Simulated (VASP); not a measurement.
# K (Im-3m) in VASP: a series of runs, part 2 of 2

VASP 6.6.1. The steps go on from the part before.

## Step 3: Relaxation of cell and atoms, PBEsol, target pressure 5 GPa, at which the enthalpy is minimised

INCAR reads:

```
PREC = Accurate ; ENCUT = 600
EDIFF = 1E-6 ; ISMEAR = -1
SIGMA = 0.05 ; LREAL = F
LASPH = T ; NELM = 80
ALGO = Normal ; ISIF = 3
LWAVE = F ; LCHARG = F
GGA = PS ; IBRION = 2
NSW = 80 ; EDIFFG = -0.005
PSTRESS = 50.0
```

KPOINTS reads:

```
Automatic mesh
0
Gamma
  7 7 7
```

POSCAR reads:

```
K
1.0
   -2.6975585167      2.6975585167      2.6975585167
    2.6975585167     -2.6975585167      2.6975585167
    2.6975585167      2.6975585167     -2.6975585167
K
1
Direct
    0.0000000000      0.0000000000      0.0000000000
```

Potentials or basis: VASP PAW PBE potentials, release 64 (K_sv).

On the command line:

```console
$ cat potpaw_PBE.64/K_sv/POTCAR > POTCAR
$ mpirun -np 1 vasp_std > vasp.out
```

Run time: 88 s. Hardware: 1 thread of Intel Xeon 6975P-C (Granite Rapids), shared host; peak memory 0.23 GiB.

It converged, with:

| Property | Result |
| --- | --- |
| Free energy | -0.8433 eV |
| Relaxed volume | 42.29 Å³/atom |
| Relaxed cell | a = 3.801 Å, b = 3.801 Å, c = 3.801 Å, α = 109.47°, β = 109.47°, γ = 109.47° |
| Space group after relaxing (to 0.05 Å) | Im-3m (No. 229) |
| Energy change on relaxing (the enthalpy is what falls) | +287.1 meV/atom |
| Ionic steps | 20 |
| Pressure after relaxing | 5.0 GPa |

The path:
```
step  energy change (eV)  largest force (eV/Å)  pressure (GPa)  volume (Å³)
   1              0.0000                0.0000           -0.31        78.52
   2              0.0796                0.0000            1.95        52.49
   3              0.2182                0.0000            4.01        44.75
   4              0.2962                0.0000            5.13        42.00
   5              0.2779                0.0000            4.87        42.59
   6              0.2780                0.0000            4.85        42.58
   7              0.2783                0.0000            4.87        42.57
   8              0.2783                0.0000            4.87        42.57
   9              0.2783                0.0000            4.87        42.57
  10              0.2783                0.0000            4.87        42.57
  11              0.2783                0.0000            4.87        42.57
  12              0.2784                0.0000            4.86        42.57
  13              0.2785                0.0000            4.85        42.57
  14              0.2787                0.0000            4.87        42.56
  15              0.2791                0.0000            4.87        42.55
  16              0.2799                0.0000            4.87        42.52
  17              0.2815                0.0000            4.92        42.47
  18              0.2848                0.0000            4.97        42.36
  19              0.2915                0.0000            5.06        42.14
  20              0.2871                0.0000            4.99        42.29
```

Final structure:
```
CELL_PARAMETERS angstrom
-2.19472 2.19472 2.19472
2.19472 -2.19472 2.19472
2.19472 2.19472 -2.19472
ATOMIC_POSITIONS crystal
K 0.00000 0.00000 0.00000
```

Levels at points of the mesh, in eV from the Fermi level:
```
           k point  band 3  band 4  band 5  band 6  band 7  band 8
(0.00, 0.00, 0.00)  -15.27  -15.27   -3.03    4.65    4.65    4.65
```

Caveat: the cell is relaxed towards a set pressure, so the enthalpy falls and the energy may rise; the volume moved by over 15 % at a fixed basis, so the end points are rough; the PAW data sets were made with another functional, which shifts forces and pressure a little.

## Step 4: Relaxation of cell and atoms, PBEsol, target pressure 10 GPa, at which the enthalpy is minimised

INCAR reads:

```
PREC = Accurate ; ENCUT = 600
EDIFF = 1E-6 ; ISMEAR = -1
SIGMA = 0.05 ; LREAL = F
LASPH = T ; NELM = 60
ALGO = Normal ; ISIF = 3
LWAVE = F ; LCHARG = F
GGA = PS ; IBRION = 2
NSW = 80 ; EDIFFG = -0.005
PSTRESS = 100.0
```

KPOINTS is that of step 3.

POSCAR is that of step 3.

On the command line:

```console
$ cat potpaw_PBE.64/K_sv/POTCAR > POTCAR
$ mpirun -np 1 vasp_std > vasp.out
```

Wall time 84 s (1 thread of Intel Xeon 6975P-C (Granite Rapids), shared host); peak memory 0.24 GiB.

The run converged. Its results:

| Property | Result |
| --- | --- |
| Free energy | -0.4961 eV |
| Relaxed volume | 34.56 Å³/atom |
| Relaxed cell | a = 3.554 Å, b = 3.554 Å, c = 3.554 Å, α = 109.47°, β = 109.47°, γ = 109.47° |
| Space group after relaxing (to 0.05 Å) | Im-3m (No. 229) |
| Energy change on relaxing (the enthalpy is what falls) | +634.2 meV/atom |
| Ionic steps | 17 |
| Pressure after relaxing | 10.0 GPa |

The path:
```csv
step,energy change (eV),largest force (eV/Å),pressure (GPa),volume (Å³)
1,0.0000,0.0000,-0.31,78.52
2,0.6738,0.0000,10.57,33.95
3,0.6403,0.0000,10.08,34.47
4,0.6002,0.0000,9.50,35.12
5,0.6009,0.0000,9.54,35.11
6,0.6030,0.0000,9.54,35.08
7,0.6030,0.0000,9.54,35.08
8,0.6031,0.0000,9.53,35.07
9,0.6033,0.0000,9.58,35.07
10,0.6036,0.0000,9.54,35.07
11,0.6042,0.0000,9.55,35.06
12,0.6055,0.0000,9.58,35.03
13,0.6081,0.0000,9.63,34.99
14,0.6133,0.0000,9.69,34.90
15,0.6237,0.0000,9.84,34.73
16,0.6450,0.0000,10.16,34.39
17,0.6342,0.0000,9.99,34.56
```

Final structure:
```
K
1.0
    -2.05204    2.05204    2.05204
     2.05204   -2.05204    2.05204
     2.05204    2.05204   -2.05204
K
1
Direct
  0.00000 0.00000 0.00000
```

Levels at points of the mesh, in eV from the Fermi level:
```
           k point  band 3  band 4  band 5  band 6  band 7  band 8
(0.00, 0.00, 0.00)  -15.32  -15.32   -3.36    4.62    4.62    4.62
```

Caveat: the cell is relaxed towards a set pressure, so the enthalpy falls and the energy may rise; the volume moved by over 15 % at a fixed basis, so the end points are rough; the PAW data sets were made with another functional, which shifts forces and pressure a little.

## Step 5: Relaxation of cell and atoms, PBEsol, target pressure 20 GPa, at which the enthalpy is minimised

INCAR reads:

```
PREC = Accurate ; ENCUT = 600
EDIFF = 1E-7 ; ISMEAR = -1
SIGMA = 0.05 ; LREAL = F
LASPH = T ; NELM = 80
ALGO = Normal ; ISIF = 3
LWAVE = F ; LCHARG = F
GGA = PS ; IBRION = 2
NSW = 80 ; EDIFFG = -0.005
PSTRESS = 200.0
```

KPOINTS reads:

```
regular mesh
0
Gamma
  7 7 7
```

POSCAR is that of step 4.

On the command line:

```console
$ cat potpaw_PBE.64/K_sv/POTCAR > POTCAR
$ mpirun -np 1 vasp_std > vasp.out
```

It took 2.1 min on 1 thread of Intel Xeon 6975P-C (Granite Rapids), shared host; peak memory 0.29 GiB.

It converged, with:

```yaml
Free_energy: 0.2073 eV
Relaxed_volume: 26.77 Å³/atom
Relaxed_cell: a = 3.264 Å, b = 3.264 Å, c = 3.264 Å, α = 109.47°, β = 109.47°, γ = 109.47°
Space_group_after_relaxing_to_0.05_Å: Im-3m (No. 229)
Energy_change_on_relaxing_the_enthalpy_is_what_falls: +1337.7 meV/atom
Ionic_steps: 17
Pressure_after_relaxing: 20.0 GPa
```

The path:
| step | energy change (eV) | largest force (eV/Å) | pressure (GPa) | volume (Å³) |
| --- | --- | --- | --- | --- |
| 1 | 0.0000 | 0.0000 | -0.32 | 78.52 |
| 2 | 5.5968 | 0.0000 | 123.34 | 11.02 |
| 3 | 1.3399 | 0.0000 | 20.03 | 26.76 |
| 4 | 1.2550 | 0.0000 | 18.90 | 27.45 |
| 5 | 1.2565 | 0.0000 | 18.92 | 27.44 |
| 6 | 1.2612 | 0.0000 | 18.98 | 27.40 |
| 7 | 1.2612 | 0.0000 | 18.98 | 27.40 |
| 8 | 1.2614 | 0.0000 | 19.01 | 27.40 |
| 9 | 1.2617 | 0.0000 | 18.99 | 27.40 |
| 10 | 1.2623 | 0.0000 | 19.00 | 27.39 |
| 11 | 1.2635 | 0.0000 | 19.02 | 27.38 |
| 12 | 1.2660 | 0.0000 | 19.05 | 27.36 |
| 13 | 1.2710 | 0.0000 | 19.12 | 27.32 |
| 14 | 1.2809 | 0.0000 | 19.25 | 27.24 |
| 15 | 1.3009 | 0.0000 | 19.52 | 27.07 |
| 16 | 1.3415 | 0.0000 | 20.05 | 26.74 |
| 17 | 1.3377 | 0.0000 | 20.00 | 26.77 |

Final structure:
```xyz
1
Lattice="-1.8846 1.8846 1.8846 1.8846 -1.8846 1.8846 1.8846 1.8846 -1.8846" Properties=species:S:1:pos:R:3 pbc="T T T"
K     0.0000    0.0000    0.0000
```

Levels at points of the mesh, in eV from the Fermi level:
```csv
k point,band 1,band 2,band 3,band 4,band 5,band 6,band 7,band 8
"(0.00, 0.00, 0.00)",-32.47,-15.30,-15.30,-15.30,-3.53,4.59,4.59,4.59
```

Caveat: the cell is relaxed towards a set pressure, so the enthalpy falls and the energy may rise; the volume moved by over 15 % at a fixed basis, so the end points are rough; the PAW data sets were made with another functional, which shifts forces and pressure a little.

## Step 6: Single point, PBEsol

This run uses another cell than the first one, of 42.27 Å³/atom, 0.538 times its volume.

INCAR reads:

```
PREC = Accurate
ENCUT = 520
EDIFF = 1E-6
ISMEAR = -1
SIGMA = 0.05
LREAL = F
LASPH = T
NELM = 80
ALGO = Normal
ISIF = 2
LWAVE = F
LCHARG = F
GGA = PS
NBANDS = 10
```

KPOINTS reads:

```
Automatic mesh
0
Gamma
  7 7 7
```

POSCAR reads:

```
K
1.0
   -2.1944277644      2.1944277644      2.1944277644
    2.1944277644     -2.1944277644      2.1944277644
    2.1944277644      2.1944277644     -2.1944277644
K
1
Direct
    0.0000000000      0.0000000000      0.0000000000
```

Potentials or basis: VASP PAW PBE potentials, release 64 (K_sv).

On the command line:

```console
$ cat potpaw_PBE.64/K_sv/POTCAR > POTCAR
$ mpirun -np 1 vasp_std > vasp.out
```

It took 3.7 s on 1 thread of Intel Xeon 6975P-C, shared host; peak memory 0.15 GiB.

Results (log left out):

| Item | Value |
| --- | --- |
| Free energy | -0.8422 eV |
| Pressure | 5.0 GPa |

Levels at points of the mesh, in eV from the Fermi level:
```tsv
k point	band 1	band 2	band 3	band 4	band 5	band 6	band 7	band 8	band 9	band 10
(0.00, 0.00, 0.00)	-31.90	-15.27	-15.27	-15.27	-3.03	4.65	4.65	4.65	6.03	6.03
```

Caveat: the PAW data sets were made with another functional, which shifts forces and pressure a little.

## Step 7: The runs side by side

```tsv
task	cell	cutoff (eV)	gap on the mesh (eV)	pressure (GPa)
relaxation of cell and atoms	relaxed to 2 GPa from a = 4.672 Å, angles 109.5°, 1 atom	600	none	2.0
relaxation of cell and atoms	relaxed to 5 GPa from a = 4.672 Å, angles 109.5°, 1 atom	600	none	5.0
relaxation of cell and atoms	relaxed to 10 GPa from a = 4.672 Å, angles 109.5°, 1 atom	600	none	10.0
relaxation of cell and atoms	relaxed to 20 GPa from a = 4.672 Å, angles 109.5°, 1 atom	600	none	20.0
single point	a = 3.801 Å, angles 109.5°, 1 atom	520	none	5.0
```

Alike in all rows: level PBEsol; potentials or basis VASP PAW PBE potentials, release 64 (K_sv); no spin polarisation; k mesh 7 × 7 × 7; smearing fermi-dirac 0.05 eV.

Caveats: the PAW data sets were made with another functional, which shifts forces and pressure a little; the cell is relaxed towards a set pressure, so the enthalpy falls and the energy may rise (some runs); the volume moved by over 15 % at a fixed basis, so the end points are rough (some runs).

Absolute energies hang on the potentials; compare differences alone.
